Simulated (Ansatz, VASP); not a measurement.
## Ga: VASP beside Ansatz

```
CELL_PARAMETERS angstrom
1.39216 -4.05317 0.00000
1.39216 4.05317 0.00000
-0.11823 0.00000 3.35198
ATOMIC_POSITIONS crystal
Ga 0.86900 0.13100 0.25000
Ga 0.13100 0.86900 0.75000
```

Change from the starting cell: volume scaled by 1.02.

Alike in both runs: task single point; functional PBE; k mesh 14 × 14 × 11; occupations fermi-dirac, width 0.05 eV; no spin polarisation.

```csv
,VASP,Ansatz
version,VASP 6.6.1,Ansatz 0.2.0
potentials or method,"VASP PAW PBE potentials, release 64 (Ga_d), cutoff 520 eV","all-electron LAPW, scalar-relativistic"
```

|  | VASP | Ansatz | Ansatz less VASP |
| --- | --- | --- | --- |
| pressure (GPa) | 0.8 | 0.7 | -0.13 |
| traceless stress, the component that is largest in VASP (GPa) | -0.24 | -0.21 | +0.024 |
| rms of the force components (eV/Å) | 0.103 | 0.102 | -0.0010 |

Atom by atom the forces differ by 0.001 eV/Å (rms over components). Ansatz ran all-electron here, and VASP with PAW potentials.
